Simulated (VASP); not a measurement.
# SiC (P6_3mc) in VASP: notebook

The runs below take SiC through single point, relaxation of cell and atoms, with PBE.

Program: VASP 6.6.1. These are calculated values, not measurements. Logs are shortened: lines on timing, memory, paths and dates and some standing lists are left out, and cuts for length are marked.

## Step 1: The cell of the first run

The structure is hexagonal, space group P6_3mc (No. 186). Conventional cell: a = 3.092 Å, b = 3.092 Å, c = 5.074 Å, α = 90.00°, β = 90.00°, γ = 120.00°. Within 2.5 Å of Si (site symmetry 3m) lie 4 C at 1.89 to 1.91 Å. C (site symmetry 3m) has 4 Si at 1.89 to 1.91 Å within 2.5 Å.

## Step 2: Single point, PBE

Contents of INCAR:

```
SYSTEM = SiC
PREC = Accurate ; ENCUT = 520
EDIFF = 1E-6 ; ISMEAR = 0
SIGMA = 0.02 ; LREAL = .False.
LASPH = .True. ; NELM = 100
ALGO = Normal ; ISIF = 2
LWAVE = .False. ; LCHARG = .False.
GGA = PE ; NBANDS = 16
```

Contents of KPOINTS:

```
regular mesh
0
Gamma
  12 12 6
  0 0 0
```

Contents of POSCAR:

```
SiC
1.0
    3.0920147210      0.0000000000      0.0000000000
   -1.5460073605      2.6777632973      0.0000000000
    0.0000000000      0.0000000000      5.0738209112
Si C
2 2
Direct
    0.3333333333      0.6666666667      0.0045639507
    0.6666666667      0.3333333333      0.5045639507
    0.3333333333      0.6666666667      0.3804360493
    0.6666666667      0.3333333333      0.8804360493
```

Potentials or basis: VASP PAW PBE potentials, release 64 (Si, C).

Command:

```
> cat potpaw_PBE.64/Si/POTCAR potpaw_PBE.64/C/POTCAR > POTCAR
> mpirun -np 1 vasp_std > vasp.out
```

OUTCAR:

```text
SYSTEM = SiC
   PREC = Accurate
   ENCUT = 520
   EDIFF = 1E-6
   ISMEAR = 0
   LREAL = .False.
   LASPH = .True.
   NELM = 100
   ISIF = 2
   GGA = PE

 ion  position               nearest neighbor table
   1  0.333  0.667  0.005-   4 1.89   4 1.89   4 1.89   3 1.91   2 3.10   2 3.10   2 3.10   2 3.10
                             2 3.10   2 3.10
   2  0.667  0.333  0.505-   3 1.89   3 1.89   3 1.89   4 1.91   1 3.10   1 3.10   1 3.10   1 3.10
                             1 3.10   1 3.10
   3  0.333  0.667  0.380-   2 1.89   2 1.89   2 1.89   1 1.91
   4  0.667  0.333  0.880-   1 1.89   1 1.89   1 1.89   2 1.91

  LATTYP: Found a hexagonal cell.
 ALAT       =     3.0920147210
 C/A-ratio  =     1.6409433231

  Lattice vectors:

 A1 = (   3.0920147210,   0.0000000000,   0.0000000000)
 A2 = (  -1.5460073605,   2.6777632973,   0.0000000000)
 A3 = (   0.0000000000,   0.0000000000,   5.0738209112)

Analysis of symmetry for initial positions (statically):
=====================================================================
 Subroutine PRICEL returns:
 Original cell was already a primitive cell.

 Routine SETGRP: Setting up the symmetry group for a
 hexagonal supercell.

 Subroutine GETGRP returns: Found 12 space group operations
 (whereof  6 operations were pure point group operations)
 out of a pool of 24 trial point group operations.

The static configuration has the point symmetry C_3v.
 The point group associated with its full space group is C_6v.

Analysis of symmetry for dynamics (positions and initial velocities):
=====================================================================
 Subroutine PRICEL returns:
 Original cell was already a primitive cell.

 Routine SETGRP: Setting up the symmetry group for a
 hexagonal supercell.

 Subroutine GETGRP returns: Found 12 space group operations
 (whereof  6 operations were pure point group operations)
 out of a pool of 24 trial point group operations.

The dynamic configuration has the point symmetry C_3v.
 The point group associated with its full space group is C_6v.

 Subroutine INISYM returns: Found 12 space group operations
 (whereof  6 operations are pure point group operations),
 and found     1 'primitive' translations

----------------------------------------------------------------------------------------

                                     Primitive cell

  volume of cell :      42.0096

  direct lattice vectors                    reciprocal lattice vectors
     3.092014721  0.000000000  0.000000000     0.323413725  0.186723001  0.000000000
    -1.546007360  2.677763297  0.000000000     0.000000000  0.373446003  0.000000000
     0.000000000  0.000000000  5.073820911     0.000000000  0.000000000  0.197090125

  length of vectors
     3.092014721  3.092014721  5.073820911     0.373446003  0.373446003  0.197090125

  position of ions in fractional coordinates (direct lattice)
     0.333333333  0.666666667  0.004563951
     0.666666667  0.333333333  0.504563951
     0.333333333  0.666666667  0.380436049
     0.666666667  0.333333333  0.880436049

  ion indices of the primitive-cell ions
   primitive index   ion index
                 1           1
                 2           2
                 3           3
                 4           4

----------------------------------------------------------------------------------------

 KPOINTS: regular mesh

Automatic generation of k-mesh.
 Grid dimensions read from file:
 generate k-points for:   12   12    6

 Generating k-lattice:

  Cartesian coordinates                     Fractional coordinates (reciprocal lattice)
     0.026951144  0.015560250  0.000000000     0.083333333  0.000000000  0.000000000
     0.000000000  0.031120500  0.000000000     0.000000000  0.083333333  0.000000000
     0.000000000  0.000000000  0.032848354     0.000000000  0.000000000  0.166666667

  Length of vectors
     0.031120500  0.031120500  0.032848354

  Shift w.r.t. Gamma in fractional coordinates (k-lattice)
     0.000000000  0.000000000  0.000000000

 Subroutine IBZKPT returns following result:
 ===========================================

 Found     76 irreducible k-points:

 Following reciprocal coordinates:
            Coordinates               Weight
  0.000000  0.000000  0.000000      1.000000
  0.083333  0.000000  0.000000      6.000000
  0.166667  0.000000  0.000000      6.000000
  0.250000  0.000000  0.000000      6.000000
  0.333333  0.000000  0.000000      6.000000
  0.416667  0.000000  0.000000      6.000000
[... 16 lines left out ...]
  0.250000  0.000000  0.166667     12.000000
  0.333333  0.000000  0.166667     12.000000
 [... further k-points ...]
   k-points           NKPTS =     76   k-points in BZ     NKDIM =     76   number of bands    NBANDS=     16
   number of dos      NEDOS =    301   number of ions     NIONS =      4
   total plane-waves  NPLWV =  23040
   dimension x,y,z NGX =    24 NGY =   24 NGZ =   40
   dimension x,y,z NGXF=    48 NGYF=   48 NGZF=   80
   ions per type =               2   2
   NGX,Y,Z   is equivalent  to a cutoff of  12.90, 12.90, 13.11 a.u.
   NGXF,Y,Z  is equivalent  to a cutoff of  25.81, 25.81, 26.21 a.u.
 SYSTEM =  SiC
   PREC   = accura    normal or accurate (medium, high low for compatibility)
   ISTART =      0    job   : 0-new  1-cont  2-samecut
   ICHARG =      2    charge: 1-file 2-atom 10-const
   ISPIN  =      1    spin polarized calculation?
   LNONCOLLINEAR =      F non collinear calculations
   LSORBIT =      F    spin-orbit coupling
   LASPH  =      T    aspherical Exc in radial PAW
   ENCUT  =  520.0 eV  38.22 Ry    6.18 a.u.   5.75  5.75  9.43*2*pi/ulx,y,z
   NELM   =    100;   NELMIN=  2; NELMDL= -5     # of ELM steps
   EDIFF  = 0.1E-05   stopping-criterion for ELM
   LREAL  =      F    real-space projection
   EDIFFG = 0.1E-04   stopping-criterion for IOM
   NSW    =      0    number of steps for IOM
   IBRION =     -1    ionic relax: 0-MD 1-quasi-New 2-CG
   NFREE  =      0    steps in history (QN), initial steepest desc. (CG)
   ISIF   =      2    stress and relaxation
   ISYM   =      2    0-nonsym 1-usesym 2-fastsym
   POTIM  = 0.5000    time-step for ionic-motion
   TEBEG  =    0.0;   TEEND  =   0.0 temperature during run
   PSTRESS=    0.0 pullay stress
   NELECT =      16.0000    total number of electrons
   NUPDOWN=      -1.0000    fix difference up-down
   EMIN   =  10.00;   EMAX   =-10.00  energy-range for DOS
   EFERMI =   0.00;   METHOD = LEGACY
   ISMEAR =     0;   SIGMA  =   0.02  broadening in eV -4-tet -1-fermi 0-gaus
   EFERMI_NEDOS =   21; number of points for ismear=-14 and -15
   IALGO  =     38    algorithm
   IMIX   =      4    mixing-type and parameters
     AMIX     =   0.40;   BMIX     =  1.00
     AMIX_MAG =   1.60;   BMIX_MAG =  1.00
  volume/ion in A,a.u.               =      10.50        70.87
  Fermi-wavevector in a.u.,A,eV,Ry     =   1.186675  2.242491 19.159698  1.408198
  Thomas-Fermi vector in A             =   2.322843
   LORBIT       =      0    0 simple, 1 ext, 2 COOP (PROOUT), +10 PAW based schemes
   GGA     = PE    functional components
   LHFCALC =     F    Hartree Fock is set to
   AEXX    =    0.0000 exact exchange contribution
   IVDW    =     0    specifies the selected vdW correction
   LEPSILON=     F    determine dielectric tensor
   LRPA    =     F    only Hartree local field effects (RPA)
 non-spin polarized calculation
 Gauss-broadening in eV      SIGMA  =   0.02
  energy-cutoff  :      520.00
  volume of cell :       42.01
 maximum number of plane-waves:      1170
 NGX is ok and might be reduce to    24
   NGX = 11   NGY = 11   NGZ = 19

 number of electron      16.0000000 magnetization

 Free energy of the ion-electron system (eV)
  ---------------------------------------------------
  ext. energy  EPLUGINS =         0.00000000
  ---------------------------------------------------
  free energy    TOTEN  =       -30.11026344 eV

  energy without entropy =      -30.11026344  energy(sigma->0) =      -30.11026344

 E-fermi :   8.2523     XC(G=0): -11.2828

 val. band max:        8.0838387583   @ k =   0.0000   0.0000   0.0000
 cond. band min:      10.3888020560   @ k =   0.3333   0.3333   0.0000
 fundamental gap:      2.3049632977
 Fermi energy:         8.2522614484

 k-point     1 :       0.0000    0.0000    0.0000
  band No.  band energies     occupation
      1      -7.3612      2.00000
      2      -3.8513      2.00000
      3      -0.5234      2.00000
      4       6.7741      2.00000
      5       6.7741      2.00000
      6       7.9758      2.00000
[... 8 lines left out ...]
     15      16.9319      0.00000
     16      19.3001      0.00000

 k-point     2 :       0.0833    0.0000    0.0000
  band No.  band energies     occupation
      1      -7.2422      2.00000
      2      -3.7497      2.00000
      3      -0.4143      2.00000
      4       6.0938      2.00000
      5       6.5663      2.00000
      6       7.6200      2.00000
[... 8 lines left out ...]
     15      17.2335      0.00000
     16      18.4301      0.00000

 k-point     3 :       0.1667    0.0000    0.0000
  band No.  band energies     occupation
      1      -6.8883      2.00000
      2      -3.4536      2.00000
      3      -0.0967      2.00000
      4       4.6194      2.00000
      5       6.0958      2.00000
      6       6.5065      2.00000
[... 8 lines left out ...]
     15      17.5661      0.00000
     16      17.9032      0.00000

 k-point     4 :       0.2500    0.0000    0.0000
  band No.  band energies     occupation
      1      -6.3107      2.00000
      2      -3.0003      2.00000
      3       0.3801      2.00000
      4       3.0205      2.00000
      5       5.1288      2.00000
      6       5.5844      2.00000
[... 8 lines left out ...]
     15      18.0457      0.00000
     16      18.8039      0.00000
[... 324 lines left out ...]
 k-point    22 :       0.1667    0.0000    0.1667
  band No.  band energies     occupation
      1      -6.7556      2.00000
      2      -3.9621      2.00000
      3       0.6056      2.00000
      4       4.7405      2.00000
      5       6.1220      2.00000
      6       6.1855      2.00000
[... 8 lines left out ...]
     15      17.7356      0.00000
     16      18.2678      0.00000

 k-point    23 :       0.2500    0.0000    0.1667
  band No.  band energies     occupation
      1      -6.1802      2.00000
      2      -3.4720      2.00000
      3       0.9641      2.00000
      4       3.2241      2.00000
      5       4.7440      2.00000
      6       5.6809      2.00000
[... 8 lines left out ...]
     15      18.7505      0.00000
     16      18.7724      0.00000

 k-point    24 :       0.3333    0.0000    0.1667
  band No.  band energies     occupation
      1      -5.4111      2.00000
      2      -2.8947      2.00000
      3       0.8015      2.00000
      4       2.5089      2.00000
      5       3.3300      2.00000
      6       5.2618      2.00000
[... 8 lines left out ...]
     15      19.2434      0.00000
     16      20.0373      0.00000

 [... further k-points ...]

------------------------ aborting loop because EDIFF is reached ----------------------------------------

  FORCE on cell =-STRESS in cart. coord.  units (eV):
  Direction    XX          YY          ZZ          XY          YZ          ZX
  --------------------------------------------------------------------------------------
  -------------------------------------------------------------------------------------
  Total       -0.0153088     -0.0153088     -0.0000360      0.0000000      0.0000000      0.0000000
  in kB       -0.5838531     -0.5838531     -0.0013724      0.0000000      0.0000000      0.0000000
  external PRESSURE =      -0.3896929 kB  Pullay stress =       0.0000000 kB

 VOLUME and BASIS-vectors are now :
 -----------------------------------------------------------------------------
  energy-cutoff  :      520.00
  volume of cell :       42.01
      direct lattice vectors                 reciprocal lattice vectors
     3.092014721  0.000000000  0.000000000     0.323413725  0.186723001  0.000000000
    -1.546007360  2.677763297  0.000000000     0.000000000  0.373446003  0.000000000
     0.000000000  0.000000000  5.073820911     0.000000000  0.000000000  0.197090125

 POSITION                                       TOTAL-FORCE (eV/Angst)
 -----------------------------------------------------------------------------------
     -0.00000      1.78518      0.02316         0.000000      0.000000      0.002311
      1.54601      0.89259      2.56007        -0.000000     -0.000000      0.002311
     -0.00000      1.78518      1.93026        -0.000000      0.000000     -0.002311
      1.54601      0.89259      4.46717         0.000000     -0.000000     -0.002311
 -----------------------------------------------------------------------------------
    total drift:                               -0.000000      0.000000      0.000509

  FREE ENERGIE OF THE ION-ELECTRON SYSTEM (eV)
  ---------------------------------------------------
  free  energy   TOTEN  =       -30.1102634437 eV

  energy  without entropy=      -30.1102634437  energy(sigma->0) =      -30.11026344
```

Wall time 45 s (1 thread of Intel Xeon Platinum 8259CL at 2.50GHz (Skylake/Cascade Lake), shared host); peak memory 0.18 GiB.

What came out:

| Item | Value |
| --- | --- |
| Free energy | -30.1103 eV |
| Pressure | 0.0 GPa |
| Band gap on the k mesh | 2.31 eV, indirect (least direct gap 3.94 eV) |

Forces in eV/Å, atoms in the order of the input:
```
Si   0.000  0.000  0.002
Si   0.000  0.000  0.002
C    0.000  0.000 -0.002
C    0.000  0.000 -0.002
```

Levels at points of the mesh, in eV from the valence-band top:
| k point | band 6 | band 7 | band 8 | band 9 | band 10 | band 11 |
| --- | --- | --- | --- | --- | --- | --- |
| (0.00, 0.00, 0.00) | -0.11 | 0.00 | 0.00 | 4.67 | 6.05 | 6.57 |
| (0.50, 0.00, 0.00) | -3.29 | -3.24 | -1.19 | 2.75 | 4.21 | 6.76 |
| (0.00, 0.00, 0.50) | -0.71 | -0.71 | -0.71 | 5.76 | 5.76 | 7.27 |
| (0.50, 0.00, 0.50) | -2.42 | -2.31 | -2.31 | 3.25 | 3.25 | 5.19 |

A k mesh can miss the band edges. PBE gaps usually lie below the measured ones, often by a third to a half.

## Step 3: Single point, PBE

INCAR is that of step 2.

KPOINTS is that of step 2.

Contents of POSCAR:

```
SiC
1.0
    3.0920147208      0.0000000000      0.0000000000
   -1.5460073604      2.6777632970      0.0000000000
    0.0000000000      0.0000000000      5.0738209075
Si C
2 2
Direct
    0.3333333333      0.6666666667      0.0045639508
    0.6666666667      0.3333333333      0.5045639508
    0.3333333333      0.6666666667      0.3804360492
    0.6666666667      0.3333333333      0.8804360492
```

Potentials or basis: VASP PAW PBE potentials, release 64 (Si, C).

Command:

```
> cat potpaw_PBE.64/Si/POTCAR potpaw_PBE.64/C/POTCAR > POTCAR
> mpirun -np 1 vasp_std > vasp.out
```

Run time: 48 s. Hardware: 1 thread of Intel Xeon Platinum 8259CL at 2.50GHz (Skylake/Cascade Lake), shared host; peak memory 0.18 GiB.

The run converged. Its results:

```
Free energy            : -30.1103 eV
Pressure               : 0.0 GPa
Band gap on the k mesh : 2.31 eV, indirect (least direct gap 3.94 eV)
```

Forces on the atoms (eV/Å):
```
Si   0.000  0.000  0.002
Si   0.000  0.000  0.002
C    0.000  0.000 -0.002
C    0.000  0.000 -0.002
```

Levels at points of the mesh, in eV from the valence-band top:
```tsv
k point	band 6	band 7	band 8	band 9	band 10	band 11
(0.00, 0.00, 0.00)	-0.11	0.00	0.00	4.67	6.05	6.57
(0.50, 0.00, 0.00)	-3.29	-3.24	-1.19	2.75	4.21	6.76
(0.00, 0.00, 0.50)	-0.71	-0.71	-0.71	5.76	5.76	7.27
(0.50, 0.00, 0.50)	-2.42	-2.31	-2.31	3.25	3.25	5.19
```

A k mesh can miss the band edges.

## Step 4: Relaxation of cell and atoms, PBE

Contents of INCAR:

```
  PREC = Accurate
  ENCUT = 600
  EDIFF = 1E-6
  ISMEAR = 0
  SIGMA = 0.02
  LREAL = F
  LASPH = T
  NELM = 100
  ALGO = Normal
  ISIF = 3
  LWAVE = F
  LCHARG = F
  GGA = PE
  IBRION = 2
  NSW = 100
  EDIFFG = -0.005
```

Contents of KPOINTS:

```
Automatic mesh
0
Gamma
  12 12 6
```

Contents of POSCAR:

```
SiC
1.0
    3.0915302738      0.0000000000      0.0000000000
   -1.5457651369      2.6773437536      0.0000000000
    0.0000000000      0.0000000000      5.0752892167
Si C
2 2
Direct
    0.3333333333      0.6666666667      0.0046073621
    0.6666666667      0.3333333333      0.5046073621
    0.3333333333      0.6666666667      0.3803926379
    0.6666666667      0.3333333333      0.8803926379
```

Command:

```
> cat potpaw_PBE.64/Si/POTCAR potpaw_PBE.64/C/POTCAR > POTCAR
> mpirun -np 1 vasp_std > vasp.out
```

It took 1.7 min on 1 thread of Intel Xeon Platinum 8259CL at 2.50GHz (Skylake/Cascade Lake), shared host; peak memory 0.19 GiB.

The run converged. Its results:

```
Free energy                            : -30.1130 eV
Relaxed volume                         : 10.49 Å³/atom
Relaxed cell                           : a = 3.091 Å, b = 3.091 Å, c = 5.073 Å, α = 90.00°, β = 90.00°, γ = 120.00°
Space group after relaxing (to 0.05 Å) : P6_3mc (No. 186)
Energy gained by relaxing              : 0.0 meV/atom
Ionic steps                            : 3
Pressure after relaxing                : 0.0 GPa
Band gap on the k mesh                 : 2.30 eV, indirect (least direct gap 3.94 eV)
```

Forces on the atoms (eV/Å):
```
Si   0.000  0.000 -0.002
Si   0.000  0.000 -0.002
C    0.000  0.000  0.002
C    0.000  0.000  0.002
```

Final structure:
```yaml
crystal:
  lattice:
    - [3.09091, 0.00000, 0.00000]
    - [-1.54545, 2.67681, 0.00000]
    - [0.00000, 0.00000, 5.07308]
  atoms:
    - { symbol: Si, position: [0.33333, 0.66667, 0.00460] }
    - { symbol: Si, position: [0.66667, 0.33333, 0.50460] }
    - { symbol: C, position: [0.33333, 0.66667, 0.38040] }
    - { symbol: C, position: [0.66667, 0.33333, 0.88040] }
```

Levels at points of the mesh, in eV from the valence-band top:
```
           k point  band 5  band 6  band 7  band 8  band 9  band 10  band 11  band 12
(0.00, 0.00, 0.00)   -1.31   -0.11    0.00    0.00    4.68     6.05     6.58     6.58
(0.50, 0.00, 0.00)   -5.38   -3.29   -3.24   -1.19    2.75     4.21     6.77     7.07
(0.00, 0.00, 0.50)   -0.71   -0.71   -0.71   -0.71    5.77     5.77     7.27     7.27
(0.50, 0.00, 0.50)   -2.42   -2.42   -2.31   -2.31    3.25     3.25     5.19     5.19
```

A k mesh can miss the band edges. As with any semilocal functional, this PBE gap is likely too small.

[end of part 1 of 2]
